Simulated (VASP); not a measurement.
# C (C2/m) in VASP: a series of runs, part 2 of 2

VASP 6.6.1.

**4. Single point, PBE**

INCAR reads:

```
SYSTEM = C
ALGO = Normal ; EDIFF = 1E-6
ENCUT = 520 ; GGA = PE
ISIF = 2 ; ISMEAR = 0
LASPH = .TRUE. ; LCHARG = .FALSE.
LREAL = .FALSE. ; LWAVE = .FALSE.
NBANDS = 16 ; NELM = 60
PREC = Accurate ; SIGMA = 0.15
```

KPOINTS reads:

```
k-points
0
G
  18 18 6
  0 0 0
```

POSCAR reads:

```
C
1.0
    1.2332770792     -2.1360444277      0.0000000000
    1.2332770792      2.1360444277      0.0000000000
    0.0000000000      0.0000000000      8.7070252276
C
4
Direct
    0.1233134388      0.8766865612      0.7699217771
    0.5433525552      0.4566474448      0.2300780102
    0.8766865612      0.1233134388      0.2300782229
    0.4566474448      0.5433525552      0.7699219898
```

Potentials or basis: VASP PAW PBE potentials, release 64 (C).

Launch:

```bash
$ cat potpaw_PBE.64/C/POTCAR > POTCAR
$ mpirun -np 1 vasp_std > vasp.out
```

OUTCAR:

```text
SYSTEM = C
   EDIFF = 1E-6
   ENCUT = 520
   GGA = PE
   ISIF = 2
   ISMEAR = 0
   LASPH = .TRUE.
   LREAL = .FALSE.
   NELM = 60
   PREC = Accurate

 ion  position               nearest neighbor table
   1  0.123  0.877  0.770-   4 1.42   4 1.42   4 1.42
   2  0.543  0.457  0.230-   3 1.42   3 1.42   3 1.42
   3  0.877  0.123  0.230-   2 1.42   2 1.42   2 1.42
   4  0.457  0.543  0.770-   1 1.42   1 1.42   1 1.42

  LATTYP: Found a base centered orthorhombic cell.
[... 654 lines left out ...]

  FORCE on cell =-STRESS in cart. coord.  units (eV):
  Direction    XX          YY          ZZ          XY          YZ          ZX
  --------------------------------------------------------------------------------------
  -------------------------------------------------------------------------------------
  Total        0.1534892      0.1522601      0.0050417      0.0000000      0.0019105      0.0000000
  in kB        5.3606535      5.3177273      0.1760830      0.0000000      0.0667250      0.0000000
  external PRESSURE =       3.6181546 kB  Pullay stress =       0.0000000 kB

 VOLUME and BASIS-vectors are now :
 -----------------------------------------------------------------------------
  energy-cutoff  :      520.00
  volume of cell :       45.87
      direct lattice vectors                 reciprocal lattice vectors
     1.233277079 -2.136044428  0.000000000     0.405423897 -0.234077528  0.000000000
     1.233277079  2.136044428  0.000000000     0.405423897  0.234077528  0.000000000
     0.000000000  0.000000000  8.707025228     0.000000000  0.000000000  0.114849788

 POSITION                                       TOTAL-FORCE (eV/Angst)
 -----------------------------------------------------------------------------------
      1.23328      1.60924      6.70373         0.000000     -0.000062     -0.006283
      1.23328     -0.18521      2.00330         0.000000      0.000395      0.004572
      1.23328     -1.60924      2.00330         0.000000      0.000062      0.006283
      1.23328      0.18521      6.70373         0.000000     -0.000395     -0.004572
 -----------------------------------------------------------------------------------
    total drift:                               -0.000000     -0.000000      0.000000

  FREE ENERGIE OF THE ION-ELECTRON SYSTEM (eV)
  ---------------------------------------------------
  free  energy   TOTEN  =       -36.9035438102 eV

  energy  without entropy=      -36.9019070754  energy(sigma->0) =      -36.90272544
```

stdout:

```text
POSCAR found type information on POSCAR C
 POSCAR found :  1 types and       4 ions
 scaLAPACK will be used
 LDA part: xc-table for (Slater+PW92), standard interpolation
 POSCAR, INCAR and KPOINTS ok, starting setup
 FFT: planning ... GRIDC
 FFT: planning ... GRID_SOFT
 FFT: planning ... GRID
 WAVECAR not read
 entering main loop
```

Run time: 2.7 min. Hardware: 1 thread of AMD EPYC 9R45 (Zen 5), shared host; peak memory 0.34 GiB.

Results:

| Item | Value |
| --- | --- |
| Free energy | -36.9035 eV |
| Pressure | 0.4 GPa |
| Largest force | 0.006 eV/Å |

Forces on the atoms (eV/Å):
```
C    0.000  0.000 -0.006
C    0.000  0.000  0.005
C    0.000  0.000  0.006
C    0.000  0.000 -0.005
```

Stress tensor (GPa, compression positive):
```
0.54 0.00 0.00
0.00 0.53 0.01
0.00 0.01 0.02
```

Caveat: this functional lacks dispersion, which binds layers or chains, so the pressure and a relaxed spacing across them are unreliable.

**5. Single point, PBE**

INCAR reads:

```
PREC = Accurate ; ENCUT = 520
EDIFF = 1E-6 ; ISMEAR = 0
SIGMA = 0.15 ; LREAL = False
LASPH = True ; NELM = 60
ALGO = Normal ; ISIF = 2
LWAVE = False ; LCHARG = False
GGA = PE ; NBANDS = 16
```

KPOINTS reads:

```
Automatic mesh
0
Gamma
  18 18 6
```

POSCAR reads:

```
C
1.0
    1.2332770792     -2.1360444277      0.0000000000
    1.2332770792      2.1360444277      0.0000000000
    0.0000000000      0.0000000000      8.7070252276
C
4
Direct
    0.1233133246      0.8766866754      0.7306890896
    0.5433524410      0.4566475590      0.2693106977
    0.8766866754      0.1233133246      0.2693109104
    0.4566475590      0.5433524410      0.7306893023
```

Launch:

```bash
$ cat potpaw_PBE.64/C/POTCAR > POTCAR
$ mpirun -np 1 vasp_std > vasp.out
```

It took 2.8 min on 1 thread of AMD EPYC 9R45 (Zen 5), shared host; peak memory 0.34 GiB.

It converged, with:

| Quantity | Value |
| --- | --- |
| Free energy | -36.9037 eV |
| Pressure | 0.4 GPa |
| Largest force | 0.006 eV/Å |

Forces on the atoms (eV/Å):
```
C    0.000  0.000  0.006
C    0.000  0.000 -0.004
C    0.000  0.000 -0.006
C    0.000  0.000  0.004
```

Stress tensor (GPa, compression positive):
```
 0.54  0.00  0.00
 0.00  0.53 -0.01
 0.00 -0.01  0.01
```

Caveat: this functional lacks dispersion, which binds layers or chains, so the pressure and a relaxed spacing across them are unreliable.

**6. Summary**

```tsv
cell	pressure (GPa)	largest force (eV/Å)
as given, atomic positions A	0.3	-
as given, atomic positions B	0.4	0.02
as given, atomic positions C	0.4	0.01
as given, atomic positions D	0.4	0.01
```

Alike in all rows: task single point; level PBE; potentials or basis VASP PAW PBE potentials, release 64 (C); no spin polarisation; k mesh 18 × 18 × 6; cutoff (eV) 520; smearing gaussian 0.15 eV.

Caveats: this functional lacks dispersion, which binds layers or chains, so the pressure and a relaxed spacing across them are unreliable.

Absolute energies hang on the potentials; compare differences alone.
